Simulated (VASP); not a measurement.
# MgO2 (I4/mcm) in VASP: further runs, part 2 of 2

VASP 6.6.1. The steps go on from the part before.

## Step 4: Single point, r2SCAN (7.83 Å³/atom)

This run uses another cell than the first one, of 7.83 Å³/atom.

Contents of POSCAR:

```
MgO2
1.0
   -2.1301473903      2.1301473903      2.5875208013
    2.1301473903     -2.1301473903      2.5875208013
    2.1301473903      2.1301473903     -2.5875208013
Mg O
2 4
Direct
    0.2500000000      0.2500000000      0.0000000000
    0.7500000000      0.7500000000      0.0000000000
    0.1212595235      0.6212595235      0.7425190470
    0.6212595235      0.8787404765      0.5000000000
    0.8787404765      0.3787404765      0.2574809530
    0.3787404765      0.1212595235      0.5000000000
```

Contents of INCAR.step1:

```
PREC = Accurate
ENCUT = 920
ISMEAR = 0
SIGMA = 0.02
LREAL = False
LASPH = True
NELM = 120
NBANDS = 31
GGA = PE
ALGO = Normal
EDIFF = 1E-5
LWAVE = True
LCHARG = False
GGA_COMPAT = False
```

Contents of INCAR.step2:

```
PREC = Accurate
ENCUT = 920
EDIFF = 1E-6
ISMEAR = 0
SIGMA = 0.02
LREAL = False
LASPH = True
NELM = 120
ALGO = Normal
ISIF = 2
LWAVE = False
LCHARG = False
METAGGA = R2SCAN
LMIXTAU = True
NBANDS = 31
ISTART = 1
GGA_COMPAT = False
```

Contents of KPOINTS:

```
regular mesh
0
Gamma
  8 8 8
```

Potentials or basis: VASP PAW PBE potentials, release 64 (Mg_sv, O).

On the command line:

```
cat potpaw_PBE.64/Mg_sv/POTCAR potpaw_PBE.64/O/POTCAR > POTCAR
cp INCAR.step1 INCAR
mpirun -np 1 vasp_std > vasp.out
cp INCAR.step2 INCAR
mpirun -np 1 vasp_std > vasp.out
```

OUTCAR:

```text
PREC = Accurate
   ENCUT = 920
   EDIFF = 1E-6
   ISMEAR = 0
   LREAL = False
   LASPH = True
   NELM = 120
   ISIF = 2
   METAGGA = R2SCAN
   ISTART = 1

 ion  position               nearest neighbor table
   1  0.250  0.250  0.000-
   2  0.750  0.750  0.000-
   3  0.121  0.621  0.743-   5 1.46
   4  0.621  0.879  0.500-   6 1.46
   5  0.879  0.379  0.257-   3 1.46
   6  0.379  0.121  0.500-   4 1.46

  LATTYP: Found a body centered tetragonal cell.
 ALAT       =     4.2602947806
 C/A-ratio  =     1.2147144433

  Lattice vectors:

 A1 = (  -2.1301473903,   2.1301473903,   2.5875208013)
 A2 = (   2.1301473903,  -2.1301473903,   2.5875208013)
 A3 = (   2.1301473903,   2.1301473903,  -2.5875208013)

Analysis of symmetry for initial positions (statically):
=====================================================================
 Subroutine PRICEL returns:
 Original cell was already a primitive cell.
[... 174 lines left out ...]
  ext. energy  EPLUGINS =         0.00000000
  ---------------------------------------------------
  free energy    TOTEN  =       -42.07972980 eV

  energy without entropy =      -42.07972980  energy(sigma->0) =      -42.07972980

 E-fermi :   5.6342     XC(G=0): -12.8576

 val. band max:        5.4807003674   @ k =   0.5000   0.5000   0.5000
 cond. band min:       9.3150315749   @ k =  -0.2500   0.2500   0.2500
 fundamental gap:      3.8343312075
 Fermi energy:         5.6342335892

 k-point     1 :       0.0000    0.0000    0.0000
  band No.  band energies     occupation
      1     -71.7015      2.00000
      2     -71.6815      2.00000
      3     -36.9264      2.00000
      4     -36.8072      2.00000
      5     -36.8072      2.00000
      6     -36.7967      2.00000
[... 805 lines left out ...]
     30      18.1448      0.00000
     31      22.8005      0.00000

 [... further k-points ...]
[... 5 lines left out ...]
  --------------------------------------------------------------------------------------
  -------------------------------------------------------------------------------------
  Total        5.7716178      5.7716178      5.4082908      0.0000000     -0.0000000      0.0000000
  in kB      196.8996746    196.8996746    184.5047153      0.0000000     -0.0000000      0.0000000
  external PRESSURE =     192.7680215 kB  Pullay stress =       0.0000000 kB

 VOLUME and BASIS-vectors are now :
 -----------------------------------------------------------------------------
  energy-cutoff  :      920.00
  volume of cell :       46.96
      direct lattice vectors                 reciprocal lattice vectors
    -2.130147390  2.130147390  2.587520801     0.000000000  0.234725542  0.193235162
     2.130147390 -2.130147390  2.587520801     0.234725542  0.000000000  0.193235162
     2.130147390  2.130147390 -2.587520801     0.234725542  0.234725542  0.000000000

 POSITION                                       TOTAL-FORCE (eV/Angst)
 -----------------------------------------------------------------------------------
      0.00000      0.00000      1.29376        -0.000000     -0.000000     -0.000000
      0.00000      0.00000      3.88128         0.000000     -0.000000     -0.000000
      2.64675      0.51660      0.00000         0.166386      0.166386     -0.000000
      1.61355      0.51660      2.58752        -0.166386      0.166386     -0.000000
     -0.51660      1.61355      2.58752        -0.166386     -0.166386      0.000000
      0.51660      1.61355      0.00000         0.166386     -0.166386     -0.000000
 -----------------------------------------------------------------------------------
    total drift:                               -0.000000     -0.000000      0.000000

  FREE ENERGIE OF THE ION-ELECTRON SYSTEM (eV)
  ---------------------------------------------------
  free  energy   TOTEN  =       -42.0797297967 eV

  energy  without entropy=      -42.0797297967  energy(sigma->0) =      -42.07972980
```

OUTCAR.step1:

```text
PREC = Accurate
   ENCUT = 920
   ISMEAR = 0
   LREAL = False
   LASPH = True
[... 1054 lines left out ...]
      2.64675      0.51660      0.00000         0.201826      0.201826     -0.000000
      1.61355      0.51660      2.58752        -0.201826      0.201826      0.000000
     -0.51660      1.61355      2.58752        -0.201826     -0.201826      0.000000
      0.51660      1.61355      0.00000         0.201826     -0.201826      0.000000
 -----------------------------------------------------------------------------------
    total drift:                               -0.000000     -0.000000      0.000000

  FREE ENERGIE OF THE ION-ELECTRON SYSTEM (eV)
  ---------------------------------------------------
  free  energy   TOTEN  =       -31.2845856255 eV

  energy  without entropy=      -31.2845856255  energy(sigma->0) =      -31.28458563
```

Wall time 9.3 min (1 thread of Intel Xeon Platinum 8259CL at 2.50GHz (Skylake/Cascade Lake), shared host); peak memory 0.35 GiB.

What came out:

| Quantity | Value |
| --- | --- |
| Free energy | -42.0797 eV |
| Pressure | 19.3 GPa |
| Largest force | 0.235 eV/Å |
| Band gap on the k mesh | 3.83 eV (least direct gap 4.73 eV) |

Forces on the atoms (eV/Å):
```
Mg   0.000  0.000  0.000
Mg   0.000  0.000  0.000
O    0.166  0.166  0.000
O   -0.166  0.166  0.000
O   -0.166 -0.166  0.000
O    0.166 -0.166  0.000
```

Levels at points of the mesh, in eV from the valence-band top:
```tsv
k point	band 20	band 21	band 22	band 23	band 24	band 25
(0.00, 0.00, 0.00)	-3.04	-3.04	-0.34	5.20	5.20	6.78
(0.50, 0.00, 0.00)	-2.29	-1.97	-1.97	4.05	4.05	9.97
(0.50, 0.50, 0.00)	-2.26	-1.97	-1.37	4.66	5.06	9.48
(0.50, 0.50, 0.50)	-1.40	-1.40	0.00	4.93	4.93	11.47
```

Caveat: the cell stands under pressure; the PAW data sets were made with another functional, which shifts forces and pressure a little.

## Step 5: Single point, r2SCAN (9.12 Å³/atom)

This run uses another cell than the first one, of 9.12 Å³/atom.

Contents of POSCAR:

```
MgO2
1.0
   -2.2284647906      2.2284647906      2.7539501719
    2.2284647906     -2.2284647906      2.7539501719
    2.2284647906      2.2284647906     -2.7539501719
Mg O
2 4
Direct
    0.2500000000      0.2500000000      0.0000000000
    0.7500000000      0.7500000000      0.0000000000
    0.1187378012      0.6187378012      0.7374756024
    0.6187378012      0.8812621988      0.5000000000
    0.8812621988      0.3812621988      0.2625243976
    0.3812621988      0.1187378012      0.5000000000
```

Contents of INCAR.step1:

```
SYSTEM = MgO2
ALGO = Normal
EDIFF = 1E-5
ENCUT = 920
GGA = PE
GGA_COMPAT = .False.
ISMEAR = 0
LASPH = .True.
LCHARG = .False.
LREAL = .False.
LWAVE = .True.
NBANDS = 31
NELM = 120
PREC = Accurate
SIGMA = 0.02
```

Contents of INCAR.step2:

```
SYSTEM = MgO2
ALGO = Normal
EDIFF = 1E-6
ENCUT = 920
GGA_COMPAT = .False.
ISIF = 2
ISMEAR = 0
ISTART = 1
LASPH = .True.
LCHARG = .False.
LMIXTAU = .True.
LREAL = .False.
LWAVE = .False.
METAGGA = R2SCAN
NBANDS = 31
NELM = 120
PREC = Accurate
SIGMA = 0.02
```

Contents of KPOINTS:

```
k-points
0
Gamma
  8 8 8
  0 0 0
```

On the command line:

```
cat potpaw_PBE.64/Mg_sv/POTCAR potpaw_PBE.64/O/POTCAR > POTCAR
cp INCAR.step1 INCAR
mpirun -np 1 vasp_std > vasp.out
cp INCAR.step2 INCAR
mpirun -np 1 vasp_std > vasp.out
```

Run time: 11 min. Hardware: 1 thread of Intel Xeon Platinum 8488C (Sapphire Rapids), shared host; peak memory 0.38 GiB.

The run converged. Its results:

```yaml
Free_energy: -42.2757 eV
Pressure: -7.2 GPa
Largest_force: 0.201 eV/Å
Band_gap_on_the_k_mesh: 3.38 eV (least direct gap 4.27 eV)
```

Forces on the atoms (eV/Å):
```
Mg   0.000  0.000  0.000
Mg   0.000  0.000  0.000
O    0.142  0.142  0.000
O   -0.142  0.142  0.000
O   -0.142 -0.142  0.000
O    0.142 -0.142  0.000
```

Stress tensor (GPa, compression positive):
```
-6.88  0.00  0.00
 0.00 -6.88  0.00
 0.00  0.00 -7.79
```

Levels at points of the mesh, in eV from the valence-band top:
| k point | band 18 | band 19 | band 20 | band 21 | band 22 | band 23 | band 24 | band 25 | band 26 | band 27 |
| --- | --- | --- | --- | --- | --- | --- | --- | --- | --- | --- |
| (0.00, 0.00, 0.00) | -4.21 | -3.91 | -2.53 | -2.53 | -0.25 | 4.77 | 4.77 | 5.21 | 10.42 | 11.04 |
| (0.50, 0.00, 0.00) | -4.22 | -1.93 | -1.93 | -1.69 | -1.69 | 3.68 | 3.68 | 8.46 | 8.46 | 11.34 |
| (0.50, 0.50, 0.00) | -3.86 | -3.00 | -1.86 | -1.59 | -1.18 | 4.22 | 4.67 | 8.13 | 8.36 | 9.39 |
| (0.50, 0.50, 0.50) | -4.89 | -3.58 | -1.20 | -1.20 | 0.00 | 4.46 | 4.46 | 9.55 | 10.07 | 11.03 |

Caveat: the cell stands under tension; the PAW data sets were made with another functional, which shifts forces and pressure a little.

## Step 6: Overview

```tsv
cell	gap on the mesh (eV)	pressure (GPa)	largest force (eV/Å)
a = 4.016 Å, angles 115.2, 115.2, 98.5°, 6 atoms, atomic positions A	3.73	12.1	0.23
a = 4.144 Å, angles 115.6, 115.6, 97.9°, 6 atoms, atomic positions B	3.46	-3.4	0.21
a = 3.971 Å, angles 115.1, 115.1, 98.7°, 6 atoms, atomic positions C	3.83	19.3	0.24
a = 4.185 Å, angles 115.7, 115.7, 97.7°, 6 atoms, atomic positions D	3.38	-7.2	0.20
```

Alike in all rows: task single point; level r2SCAN; potentials or basis VASP PAW PBE potentials, release 64 (Mg_sv, O); no spin polarisation; k mesh 8 × 8 × 8; cutoff (eV) 920; smearing gaussian 0.02 eV.

Caveats: the PAW data sets were made with another functional, which shifts forces and pressure a little; the cell stands under pressure (at least some runs); the cell stands under tension (at least some runs).

Absolute energies hang on the potentials; compare differences alone.
